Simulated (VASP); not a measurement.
# CdTe (F-43m) in VASP: notebook

CdTe is run at these levels: LDA; tasks: single point.

Program: VASP 6.6.1. These are calculated values, not measurements. Logs are shortened: lines on timing, memory, paths and dates and some standing lists are left out, and cuts for length are marked.

## (1) The cell of the first run

Symmetry: F-43m, No. 216, cubic system. Conventional cell: a = 6.409 Å, b = 6.409 Å, c = 6.409 Å, α = 90.00°, β = 90.00°, γ = 90.00°. Cd (site symmetry -43m) has 4 Te at 2.78 Å within 3.7 Å. Within 3.7 Å of Te (site symmetry -43m) lie 4 Cd at 2.78 Å.

## (2) Single point, LDA

INCAR

```
PREC = Accurate
ENCUT = 500
EDIFF = 1E-6
ISMEAR = 0
SIGMA = 0.02
LREAL = False
LASPH = True
NELM = 120
ALGO = Normal
ISIF = 2
LWAVE = False
LCHARG = False
GGA = CA
NBANDS = 16
GGA_COMPAT = False
```

KPOINTS

```
Automatic mesh
0
Gamma
  8 8 8
```

POSCAR

```
CdTe
1.0
    0.0000000000      3.2046335178      3.2046335178
    3.2046335178      0.0000000000      3.2046335178
    3.2046335178      3.2046335178      0.0000000000
Cd Te
1 1
Direct
    0.0000000000      0.0000000000      0.0000000000
    0.2500000000      0.2500000000      0.2500000000
```

Potentials or basis: VASP PAW LDA potentials, release 64 (Cd, Te).

The run is started by

```sh
$ cat potpaw_LDA.64/Cd/POTCAR potpaw_LDA.64/Te/POTCAR > POTCAR
$ mpirun -np 1 vasp_std > vasp.out
```

OUTCAR:

```text
PREC = Accurate
   ENCUT = 500
   EDIFF = 1E-6
   ISMEAR = 0
   LREAL = False
   LASPH = True
   NELM = 120
   ISIF = 2
   GGA = CA

 ion  position               nearest neighbor table
   1  0.000  0.000  0.000-   2 2.78   2 2.78   2 2.78   2 2.78
   2  0.250  0.250  0.250-   1 2.78   1 2.78   1 2.78   1 2.78

  LATTYP: Found a face centered cubic cell.
 ALAT       =     6.4092670356

  Lattice vectors:

 A1 = (   0.0000000000,   3.2046335178,   3.2046335178)
 A2 = (   3.2046335178,   0.0000000000,   3.2046335178)
 A3 = (   3.2046335178,   3.2046335178,   0.0000000000)

Analysis of symmetry for initial positions (statically):
=====================================================================
 Subroutine PRICEL returns:
 Original cell was already a primitive cell.

 Routine SETGRP: Setting up the symmetry group for a
 face centered cubic supercell.

 Subroutine GETGRP returns: Found 24 space group operations
 (whereof 24 operations were pure point group operations)
 out of a pool of 48 trial point group operations.

The static configuration has the point symmetry T_d .

Analysis of symmetry for dynamics (positions and initial velocities):
=====================================================================
 Subroutine PRICEL returns:
 Original cell was already a primitive cell.

 Routine SETGRP: Setting up the symmetry group for a
 face centered cubic supercell.

 Subroutine GETGRP returns: Found 24 space group operations
 (whereof 24 operations were pure point group operations)
 out of a pool of 48 trial point group operations.

The dynamic configuration has the point symmetry T_d .

 Subroutine INISYM returns: Found 24 space group operations
 (whereof 24 operations are pure point group operations),
 and found     1 'primitive' translations

----------------------------------------------------------------------------------------

                                     Primitive cell

  volume of cell :      65.8211

  direct lattice vectors                    reciprocal lattice vectors
     0.000000000  3.204633518  3.204633518    -0.156024081  0.156024081  0.156024081
     3.204633518  0.000000000  3.204633518     0.156024081 -0.156024081  0.156024081
     3.204633518  3.204633518  0.000000000     0.156024081  0.156024081 -0.156024081

  length of vectors
     4.532036183  4.532036183  4.532036183     0.270241636  0.270241636  0.270241636

  position of ions in fractional coordinates (direct lattice)
     0.000000000  0.000000000  0.000000000
     0.250000000  0.250000000  0.250000000

  ion indices of the primitive-cell ions
   primitive index   ion index
                 1           1
                 2           2

----------------------------------------------------------------------------------------

 KPOINTS: Automatic mesh

Automatic generation of k-mesh.
 Grid dimensions read from file:
 generate k-points for:    8    8    8

 Generating k-lattice:

  Cartesian coordinates                     Fractional coordinates (reciprocal lattice)
    -0.019503010  0.019503010  0.019503010     0.125000000  0.000000000  0.000000000
     0.019503010 -0.019503010  0.019503010     0.000000000  0.125000000  0.000000000
     0.019503010  0.019503010 -0.019503010     0.000000000  0.000000000  0.125000000

  Length of vectors
     0.033780204  0.033780204  0.033780204

  Shift w.r.t. Gamma in fractional coordinates (k-lattice)
     0.000000000  0.000000000  0.000000000

 Subroutine IBZKPT returns following result:
 ===========================================

 Found     29 irreducible k-points:

 Following reciprocal coordinates:
            Coordinates               Weight
  0.000000  0.000000  0.000000      1.000000
  0.125000  0.000000  0.000000      8.000000
  0.250000  0.000000  0.000000      8.000000
  0.375000  0.000000  0.000000      8.000000
  0.500000  0.000000  0.000000      4.000000
  0.125000  0.125000  0.000000      6.000000
[... 16 lines left out ...]
  0.500000  0.250000  0.125000     48.000000
 -0.375000  0.250000  0.125000     24.000000
 [... further k-points ...]
   k-points           NKPTS =     29   k-points in BZ     NKDIM =     29   number of bands    NBANDS=     16
   number of dos      NEDOS =    301   number of ions     NIONS =      2
   total plane-waves  NPLWV =  46656
   dimension x,y,z NGX =    36 NGY =   36 NGZ =   36
   dimension x,y,z NGXF=    72 NGYF=   72 NGZF=   72
   ions per type =               1   1
   NGX,Y,Z   is equivalent  to a cutoff of  13.21, 13.21, 13.21 a.u.
   NGXF,Y,Z  is equivalent  to a cutoff of  26.41, 26.41, 26.41 a.u.
 SYSTEM =  unknown system
   PREC   = accura    normal or accurate (medium, high low for compatibility)
   ISTART =      0    job   : 0-new  1-cont  2-samecut
   ICHARG =      2    charge: 1-file 2-atom 10-const
   ISPIN  =      1    spin polarized calculation?
   LNONCOLLINEAR =      F non collinear calculations
   LSORBIT =      F    spin-orbit coupling
   LASPH  =      T    aspherical Exc in radial PAW
   ENCUT  =  500.0 eV  36.75 Ry    6.06 a.u.   8.26  8.26  8.26*2*pi/ulx,y,z
   NELM   =    120;   NELMIN=  2; NELMDL= -5     # of ELM steps
   EDIFF  = 0.1E-05   stopping-criterion for ELM
   LREAL  =      F    real-space projection
   EDIFFG = 0.1E-04   stopping-criterion for IOM
   NSW    =      0    number of steps for IOM
   IBRION =     -1    ionic relax: 0-MD 1-quasi-New 2-CG
   NFREE  =      0    steps in history (QN), initial steepest desc. (CG)
   ISIF   =      2    stress and relaxation
   ISYM   =      2    0-nonsym 1-usesym 2-fastsym
   POTIM  = 0.5000    time-step for ionic-motion
   TEBEG  =    0.0;   TEEND  =   0.0 temperature during run
   PSTRESS=    0.0 pullay stress
   NELECT =      18.0000    total number of electrons
   NUPDOWN=      -1.0000    fix difference up-down
   EMIN   =  10.00;   EMAX   =-10.00  energy-range for DOS
   EFERMI =   0.00;   METHOD = LEGACY
   ISMEAR =     0;   SIGMA  =   0.02  broadening in eV -4-tet -1-fermi 0-gaus
   EFERMI_NEDOS =   21; number of points for ismear=-14 and -15
   IALGO  =     38    algorithm
   IMIX   =      4    mixing-type and parameters
     AMIX     =   0.40;   BMIX     =  1.00
     AMIX_MAG =   1.60;   BMIX_MAG =  1.00
  volume/ion in A,a.u.               =      32.91       222.09
  Fermi-wavevector in a.u.,A,eV,Ry     =   1.062618  2.008057 15.363123  1.129158
  Thomas-Fermi vector in A             =   2.198075
   LORBIT       =      0    0 simple, 1 ext, 2 COOP (PROOUT), +10 PAW based schemes
   GGA     = CA    functional components
   LHFCALC =     F    Hartree Fock is set to
   AEXX    =    0.0000 exact exchange contribution
   IVDW    =     0    specifies the selected vdW correction
   LEPSILON=     F    determine dielectric tensor
   LRPA    =     F    only Hartree local field effects (RPA)
 non-spin polarized calculation
 Gauss-broadening in eV      SIGMA  =   0.02
  energy-cutoff  :      500.00
  volume of cell :       65.82
 maximum number of plane-waves:      1700
 NGX is ok and might be reduce to    36
   NGX = 17   NGY = 17   NGZ = 17

 number of electron      17.9999995 magnetization

 Free energy of the ion-electron system (eV)
  ---------------------------------------------------
  ext. energy  EPLUGINS =         0.00000000
  ---------------------------------------------------
  free energy    TOTEN  =        -6.05086128 eV

  energy without entropy =       -6.05086128  energy(sigma->0) =       -6.05086128

 E-fermi :   2.6025     XC(G=0):  -9.0913

 val. band max:        2.4693118314   @ k =   0.0000   0.0000   0.0000
 cond. band min:       3.1237514679   @ k =   0.0000   0.0000   0.0000
 fundamental gap:      0.6544396365
 Fermi energy:         2.6025236126

 k-point     1 :       0.0000    0.0000    0.0000
  band No.  band energies     occupation
      1      -8.9682      2.00000
      2      -5.9438      2.00000
      3      -5.9438      2.00000
      4      -5.9438      2.00000
      5      -5.6540      2.00000
      6      -5.6540      2.00000
[... 8 lines left out ...]
     15      11.8634      0.00000
     16      11.8634      0.00000

 k-point     2 :       0.1250    0.0000    0.0000
  band No.  band energies     occupation
      1      -8.9044      2.00000
      2      -5.9314      2.00000
      3      -5.9314      2.00000
      4      -5.8979      2.00000
      5      -5.6552      2.00000
      6      -5.6552      2.00000
[... 8 lines left out ...]
     15      11.0703      0.00000
     16      11.0703      0.00000

 k-point     3 :       0.2500    0.0000    0.0000
  band No.  band energies     occupation
      1      -8.7490      2.00000
      2      -5.9041      2.00000
      3      -5.9041      2.00000
      4      -5.7391      2.00000
      5      -5.6549      2.00000
      6      -5.6549      2.00000
[... 8 lines left out ...]
     15      10.8609      0.00000
     16      10.8609      0.00000

 k-point     4 :       0.3750    0.0000    0.0000
  band No.  band energies     occupation
      1      -8.5943      2.00000
      2      -5.8814      2.00000
      3      -5.8814      2.00000
      4      -5.6490      2.00000
      5      -5.6490      2.00000
      6      -5.4636      2.00000
[... 8 lines left out ...]
     15      11.6860      0.00000
     16      11.6860      0.00000
[... 324 lines left out ...]
 k-point    22 :       0.3750    0.2500    0.1250
  band No.  band energies     occupation
      1      -8.6351      2.00000
      2      -5.8733      2.00000
      3      -5.8601      2.00000
      4      -5.7148      2.00000
      5      -5.6445      2.00000
      6      -5.5756      2.00000
[... 8 lines left out ...]
     15      12.2414      0.00000
     16      12.8263      0.00000

 k-point    23 :       0.5000    0.2500    0.1250
  band No.  band energies     occupation
      1      -8.5142      2.00000
      2      -5.8518      2.00000
      3      -5.8403      2.00000
      4      -5.6875      2.00000
      5      -5.6439      2.00000
      6      -5.3343      2.00000
[... 8 lines left out ...]
     15      12.3922      0.00000
     16      13.1000      0.00000

 k-point    24 :      -0.3750    0.2500    0.1250
  band No.  band energies     occupation
      1      -8.4654      2.00000
      2      -5.8466      2.00000
      3      -5.8319      2.00000
      4      -5.6731      2.00000
      5      -5.6489      2.00000
      6      -5.1781      2.00000
[... 8 lines left out ...]
     15      12.4829      0.00000
     16      13.0594      0.00000

 [... further k-points ...]
[... 5 lines left out ...]
  --------------------------------------------------------------------------------------
  -------------------------------------------------------------------------------------
  Total        0.1051347      0.1051347      0.1051347      0.0000000      0.0000000      0.0000000
  in kB        2.5591259      2.5591259      2.5591259      0.0000000      0.0000000      0.0000000
  external PRESSURE =       2.5591259 kB  Pullay stress =       0.0000000 kB

 VOLUME and BASIS-vectors are now :
 -----------------------------------------------------------------------------
  energy-cutoff  :      500.00
  volume of cell :       65.82
      direct lattice vectors                 reciprocal lattice vectors
     0.000000000  3.204633518  3.204633518    -0.156024081  0.156024081  0.156024081
     3.204633518  0.000000000  3.204633518     0.156024081 -0.156024081  0.156024081
     3.204633518  3.204633518  0.000000000     0.156024081  0.156024081 -0.156024081

 POSITION                                       TOTAL-FORCE (eV/Angst)
 -----------------------------------------------------------------------------------
      0.00000      0.00000      0.00000         0.000000      0.000000      0.000000
      1.60232      1.60232      1.60232        -0.000000     -0.000000     -0.000000
 -----------------------------------------------------------------------------------
    total drift:                                0.000000      0.000000      0.000000

  FREE ENERGIE OF THE ION-ELECTRON SYSTEM (eV)
  ---------------------------------------------------
  free  energy   TOTEN  =        -6.0508612804 eV

  energy  without entropy=       -6.0508612804  energy(sigma->0) =       -6.05086128
```

Wall time 34 s (1 thread of Intel Xeon Platinum 8259CL at 2.50GHz (Skylake/Cascade Lake), shared host); peak memory 0.18 GiB.

Results:

```
Free energy            : -6.0509 eV
Pressure               : 0.3 GPa
Band gap on the k mesh : 0.65 eV
```

Caveat: semilocal functionals underestimate gaps, and a narrow one can read as zero; spin-orbit coupling is left out, which moves the levels of the heavy elements.

## (3) Single point, LDA

INCAR

```
ALGO     = Normal         # electronic algorithm
EDIFF    = 1E-6           # SCF threshold, eV
ENCUT    = 500            # plane-wave cutoff, eV
GGA      = CA             # functional
GGA_COMPAT= F            
ISIF     = 2              # what is computed and relaxed
ISMEAR   = 0              # smearing method
LASPH    = T              # aspherical terms in the spheres
LCHARG   = F              # write CHGCAR
LREAL    = F              # projectors in reciprocal space
LWAVE    = F              # write WAVECAR
NBANDS   = 16             # bands
NELM     = 120            # most SCF steps
PREC     = Accurate       # precision mode
SIGMA    = 0.02           # smearing width, eV
```

KPOINTS

```
k-points
0
Gamma
  10 10 10
```

POSCAR is that of step 2.

Potentials or basis: VASP PAW LDA potentials, release 64 (Cd, Te).

The run is started by

```sh
$ cat potpaw_LDA.64/Cd/POTCAR potpaw_LDA.64/Te/POTCAR > POTCAR
$ mpirun -np 1 vasp_std > vasp.out
```

It took 60 s on 1 thread of Intel Xeon Platinum 8259CL at 2.50GHz (Skylake/Cascade Lake), shared host; peak memory 0.2 GiB.

Results (log left out):

```yaml
Free_energy: -6.0519 eV
Pressure: 0.3 GPa
Band_gap_on_the_k_mesh: 0.66 eV
```

Levels at points of the mesh, in eV from the valence-band top:
```
           k point  band 7  band 8  band 9  band 10  band 11  band 12
(0.00, 0.00, 0.00)    0.00    0.00    0.00     0.65     4.48     4.48
(0.50, 0.00, 0.00)   -4.69   -0.84   -0.84     1.69     5.08     5.08
(0.50, 0.50, 0.00)   -4.54   -2.01   -2.01     2.37     2.54     8.82
```

Caveat: semilocal functionals underestimate gaps, and a narrow one can read as zero; spin-orbit coupling is left out, which moves the levels of the heavy elements.
